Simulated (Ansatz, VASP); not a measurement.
# One calculation of C, two programs

The input INCAR:

```
SYSTEM = C
  PREC = Accurate
  ENCUT = 520
  EDIFF = 1E-6
  ISMEAR = -1
  SIGMA = 0.08
  LREAL = .False.
  LASPH = .True.
  NELM = 100
  ALGO = Normal
  ISIF = 2
  LWAVE = .False.
  LCHARG = .False.
  NBANDS = 11
```

The input KPOINTS:

```
Automatic mesh
0
Gamma
  20 20 20
  0 0 0
```

POSCAR

```
C
1.0
    0.0000000000      1.8068684808      1.8068684808
    1.8068684808      0.0000000000      1.8068684808
    1.8068684808      1.8068684808      0.0000000000
C
2
Direct
    0.5000000000      0.5000000000      0.5000000000
    0.7500000000      0.7500000000      0.7500000000
```

Input for Ansatz:

```yaml
crystal:
  lattice:
    - [0.0, 1.8068684808, 1.8068684808]
    - [1.8068684808, 0.0, 1.8068684808]
    - [1.8068684808, 1.8068684808, 0.0]
  atoms:
    - { symbol: C, position: [0.5, 0.5, 0.5] }
    - { symbol: C, position: [0.75, 0.75, 0.75] }
kpoints:
  mp_grid: { grid: [20, 20, 20] }
  band_path:
    path:
      - [0.0, 0.0, 0.0]
      - [0.5, 0.0, 0.5]
      - [0.625, 0.25, 0.625]
      - [0.375, 0.375, 0.75]
      - [0.0, 0.0, 0.0]
      - [0.5, 0.5, 0.5]
      - [0.5, 0.25, 0.75]
      - [0.5, 0.0, 0.5]
    npoints: 5
scf:
  occupations: { method: fermi_dirac, width: 0.08 }
hamiltonian:
  xc: lda
  pseudopotentials: { kind: all_electron, lapw: { basis_error: 0.0005 } }
output:
  forces: true
  stress: true
  eigenvalues: true
```

Change from the starting cell: volume scaled by 1.04.

Alike in both runs: task single point; functional LDA; k mesh 20 × 20 × 20; occupations fermi-dirac, width 0.08 eV; no spin polarisation.

|  | VASP | Ansatz |
| --- | --- | --- |
| version | VASP 6.6.1 | Ansatz 0.2.0 |
| potentials or method | VASP PAW LDA potentials, release 64 (C), cutoff 520 eV | all-electron LAPW, scalar-relativistic |

VASP gave:

```
gap on the k mesh at the Fermi level (eV) : 4.01
pressure (GPa)                            : -27.1
```

**Question.** Which values does Ansatz return?

**Answer.** gap on the k mesh at the Fermi level (eV): 4.01; pressure (GPa): -28.3.

LDA's correlation is that of Perdew and Zunger in VASP and of Perdew and Wang (1992) in Ansatz. Ansatz ran all-electron here, and VASP with PAW potentials.
